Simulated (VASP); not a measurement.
InSb (rocksalt type):

```
In Sb
1.0
     0.00000    2.94735    2.94735
     2.94735    0.00000    2.94735
     2.94735    2.94735    0.00000
In Sb
1 1
Cartesian
  0.0000 0.0000 0.0000
  2.9474 2.9474 2.9474
```

* Program: VASP 6.6.1
* Task: relaxation of cell and atoms
* Functional: PBE
* Potentials or basis: VASP PAW PBE potentials, release 64 (In_d, Sb)
* Cutoff: 600 eV
* k mesh: 11 × 11 × 11
* Occupations: fermi-dirac, width 0.05 eV
* Spin: no spin polarisation

At the start: pressure 8.2 GPa; volume 25.60 Å³/atom.

Question: Where does the relaxation end?

Answer: Over 5 steps the energy falls by 78.0 meV/atom and the volume is 29.04 Å³/atom (+13.4 %); space group Fm-3m (No. 225, to 0.05 Å).

The path:
```
step  energy change (eV)  largest force (eV/Å)  pressure (GPa)  volume (Å³)
   1              0.0000                0.0000            8.22        51.21
   2             -0.1285                0.0000           -2.38        61.57
   3             -0.1561                0.0000            0.04        58.06
   4             -0.1560                0.0000           -0.09        58.20
   5             -0.1561                0.0000            0.01        58.08
```

Final structure:
```xyz
2
Lattice="0.0000 3.0737 3.0737 3.0737 0.0000 3.0737 3.0737 3.0737 0.0000" Properties=species:S:1:pos:R:3 pbc="T T T"
In    3.0737    3.0737    0.0000
Sb    3.0737    3.0737    3.0737
```
